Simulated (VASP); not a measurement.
The system is TiO2.

```xyz
6
Lattice="-1.8921 1.8921 4.7573 1.8921 -1.8921 4.7573 1.8921 1.8921 -4.7573" Properties=species:S:1:pos:R:3 pbc="T T T"
Ti    0.0000    1.8921    2.3786
Ti    0.0000    0.0000    0.0000
O     0.0000    0.0000    7.5346
O     0.0000    1.8921    0.3987
O     0.0000    1.8921    4.3586
O     0.0000    0.0000    1.9800
```

Base run:

```yaml
Program: VASP 6.6.1
Functional: PBE
Potentials_or_basis: VASP PAW PBE potentials, release 64 (Ti_sv, O)
Cutoff: 520 eV
k_mesh: 10 × 10 × 10
Occupations: fermi-dirac, width 0.05 eV
Spin: no spin polarisation
Hubbard_terms: Ti d U = 1.0 eV
```

Its results: band gap on the k mesh 2.24 eV (least direct gap 2.58 eV); pressure 7.7 GPa; largest force 0.150 eV/Å.

The run is repeated on the same cell with these changes: hubbard terms from Ti d U = 1.0 eV to Ti d U = 2.0 eV. What comes out?

Band gap on the k mesh 2.38 eV (least direct gap 2.73 eV); pressure 9.6 GPa; largest force 0.177 eV/Å.

Caveats: the cell stands under pressure.

A k mesh can miss the band edges.
